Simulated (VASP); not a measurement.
# Al4Ru3 in VASP: a series of runs, part 2 of 2

VASP 6.6.1.

### 4 Single point, PBE

This run uses another cell than the first one, of 15.18 Å³/atom.

INCAR

```
PREC = Accurate
ENCUT = 520
EDIFF = 1E-7
ISMEAR = 0
SIGMA = 0.2
LREAL = False
LASPH = True
NELM = 100
ALGO = Fast
ISIF = 2
LWAVE = False
LCHARG = False
GGA = PE
NBANDS = 36
```

KPOINTS

```
Automatic mesh
0
Gamma
  8 4 4
```

POSCAR

```
Al4Ru3
1.0
    0.0000132015      0.0000836411      2.9648404702
    5.9868015122     -0.0009621346     -0.0001638527
   -0.0009779400      5.9874572062      0.0001527492
Al Ru
4 3
Direct
    0.4999772070      0.2533680968      0.2533794673
    0.5000275135      0.7466332885      0.7466080550
    0.5000130063      0.7465598541      0.2534356997
    0.5000063195      0.2534303508      0.7465614296
    0.0000394230      0.5000011563      0.0000001802
   -0.0000644954     -0.0000008674      0.5000221886
    0.0000010260      0.5000081209      0.4999929796
```

Potentials or basis: VASP PAW PBE potentials, release 64 (Al, Ru_pv).

Launch:

```console
> cat potpaw_PBE.64/Al/POTCAR potpaw_PBE.64/Ru_pv/POTCAR > POTCAR
> mpirun -np 1 vasp_std > vasp.out
```

OUTCAR:

```text
PREC = Accurate
   ENCUT = 520
   EDIFF = 1E-7
   ISMEAR = 0
   LREAL = False
   LASPH = True
   NELM = 100
   ISIF = 2
   GGA = PE

 ion  position               nearest neighbor table
   1  0.500  0.253  0.253-   7 2.56   7 2.56   5 2.58   6 2.58   6 2.58   5 2.58   3 2.95   4 2.95
                             3 3.03   4 3.03
   2  0.500  0.747  0.747-   7 2.56   7 2.56   6 2.58   5 2.58   6 2.58   5 2.58   4 2.95   3 2.95
                             4 3.03   3 3.03
   3  0.500  0.747  0.253-   7 2.56   7 2.56   5 2.58   6 2.58   5 2.58   6 2.58   1 2.95   2 2.95
                             1 3.03   2 3.03
   4  0.500  0.253  0.747-   7 2.56   7 2.56   6 2.58   5 2.58   6 2.58   5 2.58   2 2.95   1 2.95
                             2 3.03   1 3.03
   5  0.000  0.500  0.000-   4 2.58   3 2.58   3 2.58   4 2.58   2 2.58   1 2.58   1 2.58   2 2.58
                             7 2.99   7 2.99
   6  1.000  1.000  0.500-   4 2.58   3 2.58   4 2.58   2 2.58   3 2.58   1 2.58   1 2.58   2 2.58
                             7 2.99   7 2.99
   7  0.000  0.500  0.500-   2 2.56   1 2.56   3 2.56   2 2.56   1 2.56   3 2.56   4 2.56   4 2.56
                             6 2.99   6 2.99   5 2.99   5 2.99

  LATTYP: Found a triclinic cell.
 ALAT       =     6.6806630385
 B/A-ratio  =     1.2671957355
[... 226 lines left out ...]
      2     -32.9628      2.00000
      3     -32.8208      2.00000
      4     -32.8196      2.00000
      5     -32.7999      2.00000
      6     -32.7997      2.00000
[... 925 lines left out ...]
     35      15.4933      0.00000
     36      16.3037      0.00000

 [... further k-points ...]

------------------------ aborting loop because EDIFF is reached ----------------------------------------

  FORCE on cell =-STRESS in cart. coord.  units (eV):
  Direction    XX          YY          ZZ          XY          YZ          ZX
  --------------------------------------------------------------------------------------
  -------------------------------------------------------------------------------------
  Total       -0.0383923     -0.0483328      0.0496701      0.0178924     -0.0042656      0.0010189
  in kB       -0.5787838     -0.7286418      0.7488021      0.2697376     -0.0643062      0.0153599
  external PRESSURE =      -0.1862078 kB  Pullay stress =       0.0000000 kB

 VOLUME and BASIS-vectors are now :
 -----------------------------------------------------------------------------
  energy-cutoff  :      520.00
  volume of cell :      106.28
      direct lattice vectors                 reciprocal lattice vectors
     0.000013202  0.000083641  2.964840470     0.000009230 -0.000008603  0.337286276
     5.986801512 -0.000962135 -0.000163853     0.167034104  0.000027282 -0.000000745
    -0.000977940  5.987457206  0.000152749     0.000026841  0.167015812 -0.000004712

 POSITION                                       TOTAL-FORCE (eV/Angst)
 -----------------------------------------------------------------------------------
      1.51662      1.51690      1.48235        -0.008621     -0.009075      0.000451
      4.46922      4.46961      1.48249         0.007939      0.010331     -0.000753
      4.46926      1.51676      1.48238         0.009383     -0.009128     -0.000075
      1.51651      4.46980      1.48251        -0.008045      0.009436     -0.000487
      2.99341     -0.00048      0.00003        -0.000106     -0.000476     -0.000751
      5.98632      2.99298      2.96456         0.000365     -0.001578      0.001588
      2.99296      2.99321     -0.00000        -0.000916      0.000490      0.000027
 -----------------------------------------------------------------------------------
    total drift:                                0.000008      0.000008     -0.000001

  FREE ENERGIE OF THE ION-ELECTRON SYSTEM (eV)
  ---------------------------------------------------
  free  energy   TOTEN  =       -46.7594326774 eV

  energy  without entropy=      -46.6834508798  energy(sigma->0) =      -46.72144178
```

OSZICAR:

```text
N       E                     dE             d eps       ncg     rms          rms(c)
DAV:   1     0.469242203541E+03    0.46924E+03   -0.30043E+04  5448   0.145E+03
DAV:   2    -0.300109894328E+02   -0.49925E+03   -0.48262E+03  5204   0.402E+02
DAV:   3    -0.486213145943E+02   -0.18610E+02   -0.18075E+02  5908   0.732E+01
DAV:   4    -0.489174007577E+02   -0.29609E+00   -0.29529E+00  5704   0.861E+00
DAV:   5    -0.489242953437E+02   -0.68946E-02   -0.68938E-02  6528   0.129E+00    0.199E+01
RMM:   6    -0.472526509397E+02    0.16716E+01   -0.72313E+00  4940   0.148E+01    0.505E+00
RMM:   7    -0.470008317419E+02    0.25182E+00   -0.15711E+00  4991   0.608E+00    0.520E+00
RMM:   8    -0.468348736120E+02    0.16596E+00   -0.63048E-01  5409   0.415E+00    0.282E+00
RMM:   9    -0.467624942561E+02    0.72379E-01   -0.17580E-01  5280   0.212E+00    0.688E-01
RMM:  10    -0.467594716436E+02    0.30226E-02   -0.26799E-02  5601   0.838E-01    0.260E-01
RMM:  11    -0.467595347115E+02   -0.63068E-04   -0.52168E-03  5561   0.334E-01    0.145E-01
RMM:  12    -0.467594765428E+02    0.58169E-04   -0.11544E-03  5688   0.159E-01    0.106E-01
RMM:  13    -0.467594299756E+02    0.46567E-04   -0.27428E-04  5764   0.790E-02    0.568E-02
RMM:  14    -0.467594321649E+02   -0.21893E-05   -0.10600E-04  5867   0.469E-02    0.152E-02
RMM:  15    -0.467594320485E+02    0.11639E-06   -0.24198E-05  5958   0.240E-02    0.514E-03
RMM:  16    -0.467594326624E+02   -0.61387E-06   -0.74890E-06  6391   0.103E-02    0.291E-03
RMM:  17    -0.467594326774E+02   -0.14982E-07   -0.79824E-07  4843   0.424E-03
   1 F= -.46759433E+02 E0= -.46721442E+02  d E =-.759818E-01
```

Run time: 7.8 min. Hardware: 1 thread of Intel Xeon Platinum 8375C at 2.90GHz (Ice Lake), shared host; peak memory 0.36 GiB.

Results:

| Item | Value |
| --- | --- |
| Free energy | -46.7594 eV |
| Pressure | 0.0 GPa |
| Largest force | 0.013 eV/Å |
| Band gap on the k mesh | zero (bands 27 and 28 overlap by 2.23 eV) |

Forces in eV/Å, atoms in the order of the input:
```
Al  -0.009 -0.009  0.000
Al   0.008  0.010 -0.001
Al   0.009 -0.009  0.000
Al  -0.008  0.009  0.000
Ru   0.000  0.000 -0.001
Ru   0.000 -0.002  0.002
Ru  -0.001  0.000  0.000
```

Levels at points of the mesh, in eV from the Fermi level:
```
           k point  band 24  band 25  band 26  band 27  band 28  band 29  band 30  band 31
(0.00, 0.00, 0.00)    -1.13    -0.52    -0.51    -0.51     0.32     0.32     1.73     1.89
(0.50, 0.00, 0.00)    -1.13    -0.81    -0.55    -0.14     1.58     1.66     2.29     2.85
(0.00, 0.50, 0.00)    -0.78    -0.72    -0.66    -0.54    -0.39     0.31     2.17     2.40
(0.00, 0.00, 0.50)    -0.78    -0.72    -0.66    -0.54    -0.39     0.31     2.17     2.39
(0.50, 0.50, 0.00)    -1.12    -0.44     0.72     1.37     1.51     1.63     2.31     2.43
(0.50, 0.00, 0.50)    -1.13    -0.44     0.72     1.37     1.51     1.63     2.31     2.43
(0.00, 0.50, 0.50)    -0.66    -0.63    -0.63    -0.53    -0.44     0.85     3.10     3.47
(0.50, 0.50, 0.50)    -1.01    -0.93    -0.93     0.21     0.64     1.53     2.22     2.56
```

### 5 Overview

```tsv
cell	k mesh	smearing	gap on the mesh (eV)	pressure (GPa)	largest force (eV/Å)
a = 2.967, b = 5.975, c = 5.975 Å, 7 atoms, atomic positions A	8 × 4 × 4	gaussian 0.2 eV	none	0.1	0.07
a = 5.975, b = 5.975, c = 2.967 Å, 7 atoms, atomic positions A	6 × 6 × 10	gaussian 0.1 eV	none	0.0	-
a = 2.965, b = 5.987, c = 5.987 Å, 7 atoms, atomic positions B	8 × 4 × 4	gaussian 0.2 eV	none	0.0	0.01
```

Alike in all rows: task single point; level PBE; potentials or basis VASP PAW PBE potentials, release 64 (Al, Ru_pv); no spin polarisation; cutoff (eV) 520.

Total energies depend on the potentials used, so only differences within one code and one set of settings carry meaning.
